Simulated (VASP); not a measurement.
# LiF (Griceite) (I4/mmm) in VASP: a series of runs

Aim: see how the results for LiF (Griceite) move with the level of theory and the settings. Levels: PBE, r2SCAN. Tasks: single point.

Program: VASP 6.6.1. These are calculated values, not measurements. Logs are shortened: lines on timing, memory, paths and dates and some standing lists are left out, and cuts for length are marked.

### 1 The cell of the first run

It takes space group I4/mmm (No. 139, tetragonal). Conventional cell: a = 2.821 Å, b = 2.821 Å, c = 4.184 Å, α = 90.00°, β = 90.00°, γ = 90.00°. Within 2.6 Å of Li (site symmetry 4/mmm) lie 6 F at 1.99 to 2.09 Å. Within 2.6 Å of F (site symmetry 4/mmm) lie 6 Li at 1.99 to 2.09 Å.

### 2 Single point, PBE (uniaxial y strain +4.9%)

File INCAR:

```
PREC     = Accurate       # precision mode
ENCUT    = 520            # plane-wave cutoff, eV
EDIFF    = 1E-7           # SCF threshold, eV
ISMEAR   = -1             # smearing method
SIGMA    = 0.02           # smearing width, eV
LREAL    = False          # projectors in reciprocal space
LASPH    = True           # aspherical terms in the spheres
NELM     = 80             # most SCF steps
ALGO     = Normal         # electronic algorithm
ISIF     = 2              # what is computed and relaxed
LWAVE    = False          # write WAVECAR
LCHARG   = False          # write CHGCAR
GGA      = PE             # functional
NBANDS   = 12             # bands
```

File KPOINTS:

```
Automatic mesh
0
Gamma
  10 10 10
```

File POSCAR:

```
LiF
1.0
    0.0000000000      2.0918198325      1.9948691899
    1.9948691899      0.0000000000      1.9948691899
    1.9948691899      2.0918198325      0.0000000000
Li F
1 1
Direct
    0.0000000000      0.0000000000      0.0000000000
    0.5000000000      0.5000000000      0.5000000000
```

Potentials or basis: VASP PAW PBE potentials, release 64 (Li_sv, F).

Started as:

```
$ cat potpaw_PBE.64/Li_sv/POTCAR potpaw_PBE.64/F/POTCAR > POTCAR
$ mpirun -np 1 vasp_std > vasp.out
```

OUTCAR:

```text
PREC = Accurate
   ENCUT = 520
   EDIFF = 1E-7
   ISMEAR = -1
   LREAL = False
   LASPH = True
   NELM = 80
   ISIF = 2
   GGA = PE

 ion  position               nearest neighbor table
   1  0.000  0.000  0.000-   2 1.99   2 1.99   2 1.99   2 1.99   2 2.09   2 2.09
   2  0.500  0.500  0.500-   1 1.99   1 1.99   1 1.99   1 1.99   1 2.09   1 2.09

  LATTYP: Found a body centered tetragonal cell.
 ALAT       =     2.8211710635
 C/A-ratio  =     1.4829443415

  Lattice vectors:

 A1 = (   0.0000000000,  -2.0918198325,   1.9948691899)
 A2 = (   0.0000000000,  -2.0918198325,  -1.9948691899)
 A3 = (   1.9948691899,   2.0918198325,   0.0000000000)

Analysis of symmetry for initial positions (statically):
=====================================================================
 Subroutine PRICEL returns:
 Original cell was already a primitive cell.

 Routine SETGRP: Setting up the symmetry group for a
 body centered tetragonal supercell.

 Subroutine GETGRP returns: Found 16 space group operations
 (whereof 16 operations were pure point group operations)
 out of a pool of 16 trial point group operations.

The static configuration has the point symmetry D_4h.

Analysis of symmetry for dynamics (positions and initial velocities):
=====================================================================
 Subroutine PRICEL returns:
 Original cell was already a primitive cell.

 Routine SETGRP: Setting up the symmetry group for a
 body centered tetragonal supercell.

 Subroutine GETGRP returns: Found 16 space group operations
 (whereof 16 operations were pure point group operations)
 out of a pool of 16 trial point group operations.

The dynamic configuration has the point symmetry D_4h.

 Subroutine INISYM returns: Found 16 space group operations
 (whereof 16 operations are pure point group operations),
 and found     1 'primitive' translations

----------------------------------------------------------------------------------------

                                     Primitive cell

  volume of cell :      16.6488

  direct lattice vectors                    reciprocal lattice vectors
     0.000000000  2.091819833  1.994869190    -0.250643001  0.239026322  0.250643001
     1.994869190  0.000000000  1.994869190     0.250643001 -0.239026322  0.250643001
     1.994869190  2.091819833  0.000000000     0.250643001  0.239026322 -0.250643001

  length of vectors
     2.890538582  2.821171064  2.890538582     0.427524748  0.427524748  0.427524748

  position of ions in fractional coordinates (direct lattice)
[... 85 lines left out ...]
   ISIF   =      2    stress and relaxation
   ISYM   =      2    0-nonsym 1-usesym 2-fastsym
   POTIM  = 0.5000    time-step for ionic-motion
   TEBEG  =    0.0;   TEEND  =   0.0 temperature during run
   PSTRESS=    0.0 pullay stress
   NELECT =      10.0000    total number of electrons
   NUPDOWN=      -1.0000    fix difference up-down
   EMIN   =  10.00;   EMAX   =-10.00  energy-range for DOS
   EFERMI =   0.00;   METHOD = LEGACY
   ISMEAR =    -1;   SIGMA  =   0.02  broadening in eV -4-tet -1-fermi 0-gaus
   EFERMI_NEDOS =   21; number of points for ismear=-14 and -15
   IALGO  =     38    algorithm
   IMIX   =      4    mixing-type and parameters
     AMIX     =   0.40;   BMIX     =  1.00
     AMIX_MAG =   1.60;   BMIX_MAG =  1.00
  volume/ion in A,a.u.               =       8.32        56.18
  Fermi-wavevector in a.u.,A,eV,Ry     =   1.381276  2.610233 25.958873  1.907923
  Thomas-Fermi vector in A             =   2.506075
   LORBIT       =      0    0 simple, 1 ext, 2 COOP (PROOUT), +10 PAW based schemes
   GGA     = PE    functional components
   LHFCALC =     F    Hartree Fock is set to
   AEXX    =    0.0000 exact exchange contribution
   IVDW    =     0    specifies the selected vdW correction
   LEPSILON=     F    determine dielectric tensor
   LRPA    =     F    only Hartree local field effects (RPA)
 non-spin polarized calculation
  energy-cutoff  :      520.00
  volume of cell :       16.65
 maximum number of plane-waves:       460
 NGX is ok and might be reduce to    24
   NGX = 11   NGY = 11   NGZ = 11

 number of electron      10.0000000 magnetization

 number of electron       9.9999996 magnetization

 Free energy of the ion-electron system (eV)
  ---------------------------------------------------
  ext. energy  EPLUGINS =         0.00000000
  ---------------------------------------------------
  free energy    TOTEN  =        -9.63525666 eV

  energy without entropy =       -9.63525666  energy(sigma->0) =       -9.63525666

 E-fermi :  -0.4956     XC(G=0):  -9.8874

 val. band max:       -1.0750656229   @ k =   0.0000   0.0000   0.0000
 cond. band min:       7.7809568995   @ k =   0.0000   0.0000   0.0000
 fundamental gap:      8.8560225224
 Fermi energy:        -0.4956117335

 k-point     1 :       0.0000    0.0000    0.0000
  band No.  band energies     occupation
      1     -42.0883      2.00000
      2     -21.0578      2.00000
      3      -1.1701      2.00000
      4      -1.1701      2.00000
      5      -1.0751      2.00000
      6       7.7810      0.00000
      7      21.9044      0.00000
      8      22.7653      0.00000
      9      22.9645      0.00000
     10      22.9645      0.00000
     11      23.1696      0.00000
     12      23.1696      0.00000
[... 331 lines left out ...]
 k-point    24 :       0.4000    0.3000    0.0000
  band No.  band energies     occupation
      1     -42.0299      2.00000
      2     -20.5390      2.00000
      3      -3.3825      2.00000
      4      -2.0831      2.00000
      5      -1.8324      2.00000
      6      11.9138      0.00000
      7      15.3790      0.00000
      8      17.3342      0.00000
      9      18.5886      0.00000
     10      19.7258      0.00000
     11      32.4172      0.00000
     12      33.1669      0.00000

 [... further k-points ...]
[... 5 lines left out ...]
  --------------------------------------------------------------------------------------
  -------------------------------------------------------------------------------------
  Total        0.1689077     -0.1517159      0.1689077      0.0000000      0.0000000      0.0000000
  in kB       16.2546251    -14.6001956     16.2546251      0.0000000      0.0000000      0.0000000
  external PRESSURE =       5.9696849 kB  Pullay stress =       0.0000000 kB

 VOLUME and BASIS-vectors are now :
 -----------------------------------------------------------------------------
  energy-cutoff  :      520.00
  volume of cell :       16.65
      direct lattice vectors                 reciprocal lattice vectors
     0.000000000  2.091819833  1.994869190    -0.250643001  0.239026322  0.250643001
     1.994869190  0.000000000  1.994869190     0.250643001 -0.239026322  0.250643001
     1.994869190  2.091819833  0.000000000     0.250643001  0.239026322 -0.250643001

 POSITION                                       TOTAL-FORCE (eV/Angst)
 -----------------------------------------------------------------------------------
      0.00000      0.00000      0.00000         0.000000      0.000000      0.000000
      1.99487      2.09182      1.99487         0.000000     -0.000000      0.000000
 -----------------------------------------------------------------------------------
    total drift:                               -0.000000     -0.000000      0.000000

  FREE ENERGIE OF THE ION-ELECTRON SYSTEM (eV)
  ---------------------------------------------------
  free  energy   TOTEN  =        -9.6352566569 eV

  energy  without entropy=       -9.6352566569  energy(sigma->0) =       -9.63525666
```

OSZICAR:

```text
N       E                     dE             d eps       ncg     rms          rms(c)
DAV:   1     0.318848083646E+02    0.31885E+02   -0.53841E+03  2536   0.844E+02
DAV:   2    -0.908154594375E+01   -0.40966E+02   -0.40154E+02  3004   0.189E+02
DAV:   3    -0.101410271046E+02   -0.10595E+01   -0.10570E+01  3256   0.263E+01
DAV:   4    -0.101500743065E+02   -0.90472E-02   -0.90467E-02  2816   0.261E+00
DAV:   5    -0.101501799926E+02   -0.10569E-03   -0.10569E-03  3224   0.208E-01    0.456E+00
DAV:   6    -0.962375914194E+01    0.52642E+00   -0.25487E+00  2748   0.984E+00    0.140E+00
DAV:   7    -0.962815068719E+01   -0.43915E-02   -0.18352E-02  3220   0.119E+00    0.866E-01
DAV:   8    -0.963514187475E+01   -0.69912E-02   -0.15511E-02  2944   0.129E+00    0.113E-01
DAV:   9    -0.963516769464E+01   -0.25820E-04   -0.98043E-04  2848   0.280E-01    0.442E-02
DAV:  10    -0.963525307196E+01   -0.85377E-04   -0.14295E-04  2784   0.929E-02    0.163E-02
DAV:  11    -0.963525590297E+01   -0.28310E-05   -0.70084E-06  3136   0.246E-02    0.204E-03
DAV:  12    -0.963525664188E+01   -0.73891E-06   -0.50017E-07  2840   0.606E-03    0.861E-04
DAV:  13    -0.963525665694E+01   -0.15059E-07   -0.50678E-08  2064   0.202E-03
   1 F= -.96352567E+01 E0= -.96352567E+01  d E =-.745420E-15
```

Run time: 16 s. Hardware: 1 thread of Intel Xeon Platinum 8259CL at 2.50GHz (Skylake/Cascade Lake), shared host; peak memory 0.14 GiB.

What came out:

```yaml
Free_energy: -9.6353 eV
Band_gap_on_the_k_mesh: 8.86 eV, direct
```

Levels at points of the mesh, in eV from the valence-band top:
```tsv
k point	band 1	band 2	band 3	band 4	band 5	band 6	band 7	band 8	band 9	band 10
(0.00, 0.00, 0.00)	-41.01	-19.98	-0.09	-0.09	0.00	8.86	22.98	23.84	24.04	24.04
(0.50, 0.00, 0.00)	-40.96	-19.57	-2.52	-0.33	-0.23	10.62	16.45	18.30	19.12	29.70
(0.50, 0.50, 0.00)	-40.94	-19.29	-2.98	-1.22	-0.93	14.87	16.14	17.21	19.41	20.11
(0.50, 0.00, 0.50)	-40.95	-19.35	-3.01	-0.94	-0.94	14.03	16.76	17.13	20.43	20.43
```

Caveat: the cell differs from its parent crystal (uniaxial y strain +4.9%); the cutoff is under 1.25 times the usual one of these potentials, so pressure, stress and relaxed cells hold a basis-set (Pulay) error. A k mesh can miss the band edges.

### 3 Single point, r2SCAN (uniaxial y strain +4.9%)

POSCAR is that of step 2.

File INCAR.step1:

```
SYSTEM = LiF
ALGO = Normal
EDIFF = 1E-4
ENCUT = 520
GGA = PE
ISMEAR = 0
LASPH = .True.
LCHARG = .False.
LREAL = .False.
LWAVE = .True.
NBANDS = 12
NELM = 60
PREC = Accurate
SIGMA = 0.01
```

File INCAR.step2:

```
SYSTEM = LiF
ALGO = Normal
EDIFF = 1E-7
ENCUT = 520
ISIF = 2
ISMEAR = 0
ISTART = 1
LASPH = .True.
LCHARG = .False.
LMIXTAU = .True.
LREAL = .False.
LWAVE = .False.
METAGGA = R2SCAN
NBANDS = 12
NELM = 60
PREC = Accurate
SIGMA = 0.01
```

File KPOINTS:

```
k-points
0
Gamma
  10 10 10
  0 0 0
```

Potentials or basis: VASP PAW PBE potentials, release 64 (Li_sv, F).

Started as:

```
$ cat potpaw_PBE.64/Li_sv/POTCAR potpaw_PBE.64/F/POTCAR > POTCAR
$ cp INCAR.step1 INCAR
$ mpirun -np 1 vasp_std > vasp.out
$ cp INCAR.step2 INCAR
$ mpirun -np 1 vasp_std > vasp.out
```

OUTCAR:

```text
SYSTEM = LiF
   EDIFF = 1E-7
   ENCUT = 520
   ISIF = 2
   ISMEAR = 0
   ISTART = 1
   LASPH = .True.
   LREAL = .False.
   METAGGA = R2SCAN
   NELM = 60
   PREC = Accurate

 ion  position               nearest neighbor table
   1  0.000  0.000  0.000-   2 1.99   2 1.99   2 1.99   2 1.99   2 2.09   2 2.09
   2  0.500  0.500  0.500-   1 1.99   1 1.99   1 1.99   1 1.99   1 2.09   1 2.09

  LATTYP: Found a body centered tetragonal cell.
 ALAT       =     2.8211710635
 C/A-ratio  =     1.4829443415

  Lattice vectors:

 A1 = (   0.0000000000,  -2.0918198325,   1.9948691899)
 A2 = (   0.0000000000,  -2.0918198325,  -1.9948691899)
 A3 = (   1.9948691899,   2.0918198325,   0.0000000000)

Analysis of symmetry for initial positions (statically):
=====================================================================
 Subroutine PRICEL returns:
 Original cell was already a primitive cell.

 Routine SETGRP: Setting up the symmetry group for a
 body centered tetragonal supercell.

 Subroutine GETGRP returns: Found 16 space group operations
 (whereof 16 operations were pure point group operations)
 out of a pool of 16 trial point group operations.

The static configuration has the point symmetry D_4h.

Analysis of symmetry for dynamics (positions and initial velocities):
=====================================================================
 Subroutine PRICEL returns:
 Original cell was already a primitive cell.

 Routine SETGRP: Setting up the symmetry group for a
 body centered tetragonal supercell.

 Subroutine GETGRP returns: Found 16 space group operations
 (whereof 16 operations were pure point group operations)
 out of a pool of 16 trial point group operations.

The dynamic configuration has the point symmetry D_4h.

 Subroutine INISYM returns: Found 16 space group operations
 (whereof 16 operations are pure point group operations),
 and found     1 'primitive' translations

----------------------------------------------------------------------------------------

                                     Primitive cell
[... 116 lines left out ...]
   METAGGA = R2SCAN    functional components
   LHFCALC =     F    Hartree Fock is set to
   AEXX    =    0.0000 exact exchange contribution
   IVDW    =     0    specifies the selected vdW correction
   LEPSILON=     F    determine dielectric tensor
   LRPA    =     F    only Hartree local field effects (RPA)
 non-spin polarized calculation
 Gauss-broadening in eV      SIGMA  =   0.01
  energy-cutoff  :      520.00
  volume of cell :       16.65
 maximum number of plane-waves:       460
 NGX is ok and might be reduce to    24
   NGX = 11   NGY = 11   NGZ = 11

 number of electron       9.9999996 magnetization

 Free energy of the ion-electron system (eV)
  ---------------------------------------------------
  ext. energy  EPLUGINS =         0.00000000
  ---------------------------------------------------
  free energy    TOTEN  =       -11.88827506 eV

  energy without entropy =      -11.88827506  energy(sigma->0) =      -11.88827506

 E-fermi :  -1.4367     XC(G=0): -10.4419

 val. band max:       -1.6962111986   @ k =   0.0000   0.0000   0.0000
 cond. band min:       8.3173388368   @ k =   0.0000   0.0000   0.0000
 fundamental gap:     10.0135500354
 Fermi energy:        -1.4366535357

 k-point     1 :       0.0000    0.0000    0.0000
  band No.  band energies     occupation
      1     -43.8502      2.00000
      2     -22.8012      2.00000
      3      -1.7897      2.00000
      4      -1.7897      2.00000
      5      -1.6962      2.00000
      6       8.3173      0.00000
      7      23.2548      0.00000
      8      23.3140      0.00000
      9      23.6943      0.00000
     10      23.6943      0.00000
     11      24.4763      0.00000
     12      24.4767      0.00000
[... 331 lines left out ...]
 k-point    24 :       0.4000    0.3000    0.0000
  band No.  band energies     occupation
      1     -43.7935      2.00000
      2     -22.3027      2.00000
      3      -3.9870      2.00000
      4      -2.7092      2.00000
      5      -2.4608      2.00000
      6      12.4789      0.00000
      7      15.8267      0.00000
      8      18.3411      0.00000
      9      19.5603      0.00000
     10      20.6762      0.00000
     11      33.4873      0.00000
     12      34.0940      0.00000

 [... further k-points ...]
[... 5 lines left out ...]
  --------------------------------------------------------------------------------------
  -------------------------------------------------------------------------------------
  Total       -0.2949191     -0.6042697     -0.2949191      0.0000000     -0.0000000      0.0000000
  in kB      -28.3811702    -58.1511452    -28.3811702      0.0000000     -0.0000000      0.0000000
  external PRESSURE =     -38.3044952 kB  Pullay stress =       0.0000000 kB

 VOLUME and BASIS-vectors are now :
 -----------------------------------------------------------------------------
  energy-cutoff  :      520.00
  volume of cell :       16.65
      direct lattice vectors                 reciprocal lattice vectors
     0.000000000  2.091819833  1.994869190    -0.250643001  0.239026322  0.250643001
     1.994869190  0.000000000  1.994869190     0.250643001 -0.239026322  0.250643001
     1.994869190  2.091819833  0.000000000     0.250643001  0.239026322 -0.250643001

 POSITION                                       TOTAL-FORCE (eV/Angst)
 -----------------------------------------------------------------------------------
      0.00000      0.00000      0.00000        -0.000000      0.000000      0.000000
      1.99487      2.09182      1.99487         0.000000     -0.000000     -0.000000
 -----------------------------------------------------------------------------------
    total drift:                               -0.000000     -0.000000      0.000000

  FREE ENERGIE OF THE ION-ELECTRON SYSTEM (eV)
  ---------------------------------------------------
  free  energy   TOTEN  =       -11.8882750621 eV

  energy  without entropy=      -11.8882750621  energy(sigma->0) =      -11.88827506
```

Run time: 76 s. Hardware: 1 thread of Intel Xeon Platinum 8259CL at 2.50GHz (Skylake/Cascade Lake), shared host; peak memory 0.15 GiB.

What came out:

```
Free energy            : -11.8883 eV
Band gap on the k mesh : 10.01 eV, direct
```

Caveat: the cell differs from its parent crystal (uniaxial y strain +4.9%); the cutoff is under 1.25 times the usual one of these potentials, so pressure, stress and relaxed cells hold a basis-set (Pulay) error; the PAW data sets were made with another functional, which shifts forces and pressure a little. A k mesh can miss the band edges.
